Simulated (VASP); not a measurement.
# C (Fd-3m) in VASP: further runs

C is run at these levels: LDA; tasks: single point, relaxation of cell and atoms.

Program: VASP 6.6.1. These are calculated values, not measurements. Logs are shortened: lines on timing, memory, paths and dates and some standing lists are left out, and cuts for length are marked.

## Step 1: The cell of the first run

The structure is cubic, space group Fd-3m (No. 227). Conventional cell: a = 3.532 Å, b = 3.532 Å, c = 3.532 Å, α = 90.00°, β = 90.00°, γ = 90.00°. Within 2.0 Å of C (site symmetry -43m) lie 4 C at 1.53 Å.

## Step 2: Single point, LDA

Input file INCAR:

```
SYSTEM = C
PREC = Accurate ; ENCUT = 520
EDIFF = 1E-7 ; ISMEAR = 0
SIGMA = 0.01 ; LREAL = .FALSE.
LASPH = .TRUE. ; NELM = 80
ALGO = Normal ; ISIF = 2
LWAVE = .FALSE. ; LCHARG = .FALSE.
NBANDS = 11
```

Input file KPOINTS:

```
Automatic mesh
0
G
  10 10 10
  0 0 0
```

Input file POSCAR:

```
C
1.0
    0.0000000000      1.7659113027      1.7659113027
    1.7659113027      0.0000000000      1.7659113027
    1.7659113027      1.7659113027      0.0000000000
C
2
Direct
    0.0000000000      0.0000000000      0.0000000000
    0.2500000000      0.2500000000      0.2500000000
```

Potentials or basis: VASP PAW LDA potentials, release 64 (C).

Run with:

```
cat potpaw_LDA.64/C/POTCAR > POTCAR
mpirun -np 1 vasp_std > vasp.out
```

OUTCAR:

```text
SYSTEM = C
   PREC = Accurate
   ENCUT = 520
   EDIFF = 1E-7
   ISMEAR = 0
   LREAL = .FALSE.
   LASPH = .TRUE.
   NELM = 80
   ISIF = 2

 ion  position               nearest neighbor table
   1  0.000  0.000  0.000-   2 1.53   2 1.53   2 1.53   2 1.53
   2  0.250  0.250  0.250-   1 1.53   1 1.53   1 1.53   1 1.53

  LATTYP: Found a face centered cubic cell.
 ALAT       =     3.5318226054

  Lattice vectors:

 A1 = (   0.0000000000,   1.7659113027,   1.7659113027)
 A2 = (   1.7659113027,   0.0000000000,   1.7659113027)
 A3 = (   1.7659113027,   1.7659113027,   0.0000000000)

Analysis of symmetry for initial positions (statically):
=====================================================================
 Subroutine PRICEL returns:
 Original cell was already a primitive cell.

 Routine SETGRP: Setting up the symmetry group for a
 face centered cubic supercell.

 Subroutine GETGRP returns: Found 48 space group operations
 (whereof 24 operations were pure point group operations)
 out of a pool of 48 trial point group operations.

The static configuration has the point symmetry T_d .
 The point group associated with its full space group is O_h .

Analysis of symmetry for dynamics (positions and initial velocities):
=====================================================================
 Subroutine PRICEL returns:
 Original cell was already a primitive cell.

 Routine SETGRP: Setting up the symmetry group for a
 face centered cubic supercell.

 Subroutine GETGRP returns: Found 48 space group operations
 (whereof 24 operations were pure point group operations)
 out of a pool of 48 trial point group operations.

The dynamic configuration has the point symmetry T_d .
 The point group associated with its full space group is O_h .

 Subroutine INISYM returns: Found 48 space group operations
 (whereof 24 operations are pure point group operations),
 and found     1 'primitive' translations

----------------------------------------------------------------------------------------

                                     Primitive cell

  volume of cell :      11.0138

  direct lattice vectors                    reciprocal lattice vectors
     0.000000000  1.765911303  1.765911303    -0.283139929  0.283139929  0.283139929
     1.765911303  0.000000000  1.765911303     0.283139929 -0.283139929  0.283139929
     1.765911303  1.765911303  0.000000000     0.283139929  0.283139929 -0.283139929

  length of vectors
     2.497375714  2.497375714  2.497375714     0.490412742  0.490412742  0.490412742

  position of ions in fractional coordinates (direct lattice)
     0.000000000  0.000000000  0.000000000
     0.250000000  0.250000000  0.250000000

  ion indices of the primitive-cell ions
   primitive index   ion index
                 1           1
                 2           2

----------------------------------------------------------------------------------------

 KPOINTS: Automatic mesh

Automatic generation of k-mesh.
 Grid dimensions read from file:
 generate k-points for:   10   10   10

 Generating k-lattice:

  Cartesian coordinates                     Fractional coordinates (reciprocal lattice)
    -0.028313993  0.028313993  0.028313993     0.100000000  0.000000000  0.000000000
     0.028313993 -0.028313993  0.028313993     0.000000000  0.100000000  0.000000000
     0.028313993  0.028313993 -0.028313993     0.000000000  0.000000000  0.100000000

  Length of vectors
     0.049041274  0.049041274  0.049041274

  Shift w.r.t. Gamma in fractional coordinates (k-lattice)
     0.000000000  0.000000000  0.000000000

 Subroutine IBZKPT returns following result:
 ===========================================

 Found     47 irreducible k-points:

 Following reciprocal coordinates:
            Coordinates               Weight
  0.000000  0.000000  0.000000      1.000000
  0.100000  0.000000  0.000000      8.000000
  0.200000  0.000000  0.000000      8.000000
  0.300000  0.000000  0.000000      8.000000
  0.400000  0.000000  0.000000      8.000000
  0.500000  0.000000  0.000000      4.000000
[... 16 lines left out ...]
  0.300000  0.300000  0.000000      6.000000
  0.400000  0.300000  0.000000     24.000000
 [... further k-points ...]
   k-points           NKPTS =     47   k-points in BZ     NKDIM =     47   number of bands    NBANDS=     11
   number of dos      NEDOS =    301   number of ions     NIONS =      2
   total plane-waves  NPLWV =   8000
   dimension x,y,z NGX =    20 NGY =   20 NGZ =   20
   dimension x,y,z NGXF=    40 NGYF=   40 NGZF=   40
   ions per type =               2
   NGX,Y,Z   is equivalent  to a cutoff of  13.31, 13.31, 13.31 a.u.
   NGXF,Y,Z  is equivalent  to a cutoff of  26.63, 26.63, 26.63 a.u.
 SYSTEM =  C
   PREC   = accura    normal or accurate (medium, high low for compatibility)
   ISTART =      0    job   : 0-new  1-cont  2-samecut
   ICHARG =      2    charge: 1-file 2-atom 10-const
   ISPIN  =      1    spin polarized calculation?
   LNONCOLLINEAR =      F non collinear calculations
   LSORBIT =      F    spin-orbit coupling
   LASPH  =      T    aspherical Exc in radial PAW
   ENCUT  =  520.0 eV  38.22 Ry    6.18 a.u.   4.64  4.64  4.64*2*pi/ulx,y,z
   NELM   =     80;   NELMIN=  2; NELMDL= -5     # of ELM steps
   EDIFF  = 0.1E-06   stopping-criterion for ELM
   LREAL  =      F    real-space projection
   EDIFFG = 0.1E-05   stopping-criterion for IOM
   NSW    =      0    number of steps for IOM
   IBRION =     -1    ionic relax: 0-MD 1-quasi-New 2-CG
   NFREE  =      0    steps in history (QN), initial steepest desc. (CG)
   ISIF   =      2    stress and relaxation
   ISYM   =      2    0-nonsym 1-usesym 2-fastsym
   POTIM  = 0.5000    time-step for ionic-motion
   TEBEG  =    0.0;   TEEND  =   0.0 temperature during run
   PSTRESS=    0.0 pullay stress
   NELECT =       8.0000    total number of electrons
   NUPDOWN=      -1.0000    fix difference up-down
   EMIN   =  10.00;   EMAX   =-10.00  energy-range for DOS
   EFERMI =   0.00;   METHOD = LEGACY
   ISMEAR =     0;   SIGMA  =   0.01  broadening in eV -4-tet -1-fermi 0-gaus
   EFERMI_NEDOS =   21; number of points for ismear=-14 and -15
   IALGO  =     38    algorithm
   IMIX   =      4    mixing-type and parameters
     AMIX     =   0.40;   BMIX     =  1.00
     AMIX_MAG =   1.60;   BMIX_MAG =  1.00
  volume/ion in A,a.u.               =       5.51        37.16
  Fermi-wavevector in a.u.,A,eV,Ry     =   1.471610  2.780939 29.465250  2.165635
  Thomas-Fermi vector in A             =   2.586725
   LORBIT       =      0    0 simple, 1 ext, 2 COOP (PROOUT), +10 PAW based schemes
   GGA     = CA    functional components
   LHFCALC =     F    Hartree Fock is set to
   AEXX    =    0.0000 exact exchange contribution
   IVDW    =     0    specifies the selected vdW correction
   LEPSILON=     F    determine dielectric tensor
   LRPA    =     F    only Hartree local field effects (RPA)
 non-spin polarized calculation
 Gauss-broadening in eV      SIGMA  =   0.01
  energy-cutoff  :      520.00
  volume of cell :       11.01
 maximum number of plane-waves:       307
   NGX =  9   NGY =  9   NGZ =  9

 number of electron       7.9999998 magnetization

 Free energy of the ion-electron system (eV)
  ---------------------------------------------------
  ext. energy  EPLUGINS =         0.00000000
  ---------------------------------------------------
  free energy    TOTEN  =       -20.24516636 eV

  energy without entropy =      -20.24516636  energy(sigma->0) =      -20.24516636

 E-fermi :  10.3433     XC(G=0): -13.6429

 val. band max:       10.1604458470   @ k =   0.0000   0.0000   0.0000
 cond. band min:      14.3634878230   @ k =   0.4000   0.4000   0.0000
 fundamental gap:      4.2030419761
 Fermi energy:        10.3432543324

 k-point     1 :       0.0000    0.0000    0.0000
  band No.  band energies     occupation
      1     -11.5556      2.00000
      2      10.1604      2.00000
      3      10.1604      2.00000
      4      10.1604      2.00000
      5      15.7861      0.00000
      6      15.7861      0.00000
      7      15.7861      0.00000
      8      24.3974      0.00000
      9      29.5555      0.00000
     10      37.1226      0.00000
     11      37.1226      0.00000

 k-point     2 :       0.1000    0.0000    0.0000
  band No.  band energies     occupation
      1     -11.2733      2.00000
      2       8.4643      2.00000
      3       9.7005      2.00000
      4       9.7005      2.00000
      5      16.3888      0.00000
      6      16.3888      0.00000
      7      16.7846      0.00000
      8      24.5530      0.00000
      9      29.9893      0.00000
     10      34.3801      0.00000
     11      34.3801      0.00000

 k-point     3 :       0.2000    0.0000    0.0000
  band No.  band energies     occupation
      1     -10.4314      2.00000
      2       5.2202      2.00000
      3       8.8023      2.00000
      4       8.8023      2.00000
      5      17.5413      0.00000
      6      17.5413      0.00000
      7      18.1356      0.00000
      8      24.9732      0.00000
      9      30.7412      0.00000
     10      32.8220      0.00000
     11      32.8220      0.00000

 k-point     4 :       0.3000    0.0000    0.0000
  band No.  band energies     occupation
      1      -9.0475      2.00000
      2       1.7711      2.00000
      3       7.9948      2.00000
      4       7.9948      2.00000
      5      18.3639      0.00000
      6      18.3639      0.00000
      7      18.9976      0.00000
      8      25.4684      0.00000
      9      31.1191      0.00000
     10      33.0969      0.00000
     11      33.0969      0.00000

 k-point     5 :       0.4000    0.0000    0.0000
  band No.  band energies     occupation
      1      -7.1811      2.00000
      2      -1.4305      2.00000
      3       7.4732      2.00000
      4       7.4732      2.00000
      5      18.6394      0.00000
      6      18.6394      0.00000
      7      19.4426      0.00000
      8      25.7670      0.00000
      9      31.6242      0.00000
     10      34.9074      0.00000
     11      34.9074      0.00000
[... 211 lines left out ...]
 k-point    21 :      -0.3000    0.2000    0.0000
  band No.  band energies     occupation
      1      -6.9022      2.00000
      2       0.3662      2.00000
      3       3.4525      2.00000
      4       7.0925      2.00000
      5      18.2349      0.00000
      6      20.1108      0.00000
      7      22.1955      0.00000
      8      24.9321      0.00000
      9      29.9641      0.00000
     10      31.4456      0.00000
     11      35.1282      0.00000

 k-point    22 :      -0.2000    0.2000    0.0000
  band No.  band energies     occupation
      1      -8.5907      2.00000
      2       3.1535      2.00000
      3       4.0051      2.00000
      4       8.1285      2.00000
      5      18.7450      0.00000
      6      18.9049      0.00000
      7      20.8357      0.00000
      8      24.2226      0.00000
      9      30.3023      0.00000
     10      31.1669      0.00000
     11      34.4191      0.00000

 k-point    23 :       0.3000    0.3000    0.0000
  band No.  band energies     occupation
      1      -8.2183      2.00000
      2       4.1500      2.00000
      3       5.1372      2.00000
      4       5.1372      2.00000
      5      14.4415      0.00000
      6      18.8884      0.00000
      7      23.4515      0.00000
      8      23.4515      0.00000
      9      31.5093      0.00000
     10      33.0749      0.00000
     11      41.4191      0.00000

 k-point    24 :       0.4000    0.3000    0.0000
  band No.  band energies     occupation
      1      -6.8703      2.00000
      2       2.1346      2.00000
      3       4.0227      2.00000
      4       4.6555      2.00000
      5      14.9997      0.00000
      6      18.2077      0.00000
      7      24.4530      0.00000
      8      24.5610      0.00000
      9      32.3195      0.00000
     10      33.1548      0.00000
     11      41.3026      0.00000

 [... further k-points ...]
[... 5 lines left out ...]
  --------------------------------------------------------------------------------------
  -------------------------------------------------------------------------------------
  Total        0.1090214      0.1090214      0.1090214     -0.0000000      0.0000000      0.0000000
  in kB       15.8593626     15.8593626     15.8593626     -0.0000000      0.0000000      0.0000000
  external PRESSURE =      15.8593626 kB  Pullay stress =       0.0000000 kB

 VOLUME and BASIS-vectors are now :
 -----------------------------------------------------------------------------
  energy-cutoff  :      520.00
  volume of cell :       11.01
      direct lattice vectors                 reciprocal lattice vectors
     0.000000000  1.765911303  1.765911303    -0.283139929  0.283139929  0.283139929
     1.765911303  0.000000000  1.765911303     0.283139929 -0.283139929  0.283139929
     1.765911303  1.765911303  0.000000000     0.283139929  0.283139929 -0.283139929

 POSITION                                       TOTAL-FORCE (eV/Angst)
 -----------------------------------------------------------------------------------
      0.00000      0.00000      0.00000         0.000000      0.000000      0.000000
      0.88296      0.88296      0.88296        -0.000000     -0.000000     -0.000000
 -----------------------------------------------------------------------------------
    total drift:                                0.000000      0.000000      0.000000

  FREE ENERGIE OF THE ION-ELECTRON SYSTEM (eV)
  ---------------------------------------------------
  free  energy   TOTEN  =       -20.2451663633 eV

  energy  without entropy=      -20.2451663633  energy(sigma->0) =      -20.24516636
```

It took 2.3 s on 1 thread of Intel Xeon 6975P-C (Granite Rapids), shared host; peak memory 0.1 GiB.

What came out:

```yaml
Free_energy: -20.2452 eV
Pressure: 1.6 GPa
Band_gap_on_the_k_mesh: 4.20 eV, indirect (least direct gap 5.63 eV)
```

Levels at points of the mesh, in eV from the valence-band top:
```tsv
k point	band 1	band 2	band 3	band 4	band 5	band 6	band 7	band 8
(0.00, 0.00, 0.00)	-21.72	0.00	0.00	0.00	5.63	5.63	5.63	14.24
(0.50, 0.00, 0.00)	-15.70	-13.69	-2.87	-2.87	8.51	8.51	9.42	15.67
(0.50, 0.50, 0.00)	-12.82	-12.82	-6.47	-6.47	4.77	4.77	17.08	17.08
```

A k mesh can miss the band edges. LDA gaps usually lie below the measured ones, often by a third to a half.

## Step 3: Relaxation of cell and atoms, LDA

This run uses another cell than the first one, of 5.69 Å³/atom, 1.033 times its volume.

Input file INCAR:

```
SYSTEM = C
PREC = Accurate
ENCUT = 600
EDIFF = 1E-6
ISMEAR = 0
SIGMA = 0.01
LREAL = .False.
LASPH = .True.
NELM = 80
ALGO = Normal
ISIF = 3
LWAVE = .False.
LCHARG = .False.
GGA = CA
IBRION = 2
NSW = 80
EDIFFG = -0.002
```

Input file KPOINTS:

```
regular mesh
0
Gamma
  10 10 10
  0 0 0
```

Input file POSCAR:

```
C
1.0
    0.0000000000      1.7850000000      1.7850000000
    1.7850000000      0.0000000000      1.7850000000
    1.7850000000      1.7850000000      0.0000000000
C
2
Direct
    0.0000000000      0.0000000000      0.0000000000
    0.2500000000      0.2500000000      0.2500000000
```

Potentials or basis: VASP PAW LDA potentials, release 64 (C).

Run with:

```
cat potpaw_LDA.64/C/POTCAR > POTCAR
mpirun -np 1 vasp_std > vasp.out
```

Wall time 4.6 s (1 thread of Intel Xeon 6975P-C (Granite Rapids), shared host); peak memory 0.11 GiB.

Results (log left out):

| Property | Result |
| --- | --- |
| Free energy | -20.2540 eV |
| Relaxed volume | 5.52 Å³/atom |
| Relaxed cell | a = 2.499 Å, b = 2.499 Å, c = 2.499 Å, α = 60.00°, β = 60.00°, γ = 60.00° |
| Space group after relaxing (to 0.05 Å) | Fd-3m (No. 227) |
| Energy gained by relaxing | 7.4 meV/atom |
| Ionic steps | 6 |
| Pressure after relaxing | 0.0 GPa |
| Band gap on the k mesh | 4.20 eV, indirect (least direct gap 5.62 eV) |

The path:
```csv
step,energy change (eV),largest force (eV/Å),pressure (GPa),volume (Å³)
1,0.0000,0.0000,-13.52,11.37
2,0.0108,0.0000,19.80,10.60
3,-0.0149,0.0000,-0.13,11.03
4,-0.0149,0.0000,0.15,11.03
5,-0.0149,0.0000,-0.16,11.03
6,-0.0149,0.0000,-0.03,11.03
```

Final structure:
```xyz
2
Lattice="0.0000 1.7668 1.7668 1.7668 0.0000 1.7668 1.7668 1.7668 0.0000" Properties=species:S:1:pos:R:3 pbc="T T T"
C     1.7668    1.7668    0.0000
C     0.8834    0.8834    0.8834
```

Levels at points of the mesh, in eV from the valence-band top:
| k point | band 1 | band 2 | band 3 | band 4 | band 5 | band 6 | band 7 | band 8 |
| --- | --- | --- | --- | --- | --- | --- | --- | --- |
| (0.00, 0.00, 0.00) | -21.69 | 0.00 | 0.00 | 0.00 | 5.62 | 5.62 | 5.62 | 14.20 |
| (0.50, 0.00, 0.00) | -15.69 | -13.67 | -2.86 | -2.86 | 8.50 | 8.50 | 9.40 | 15.66 |
| (0.50, 0.50, 0.00) | -12.81 | -12.81 | -6.46 | -6.46 | 4.77 | 4.77 | 17.05 | 17.05 |

A k mesh can miss the band edges. A hybrid or GW would open this gap; LDA tends to underestimate it.

(Part 1 of 2 ends here.)
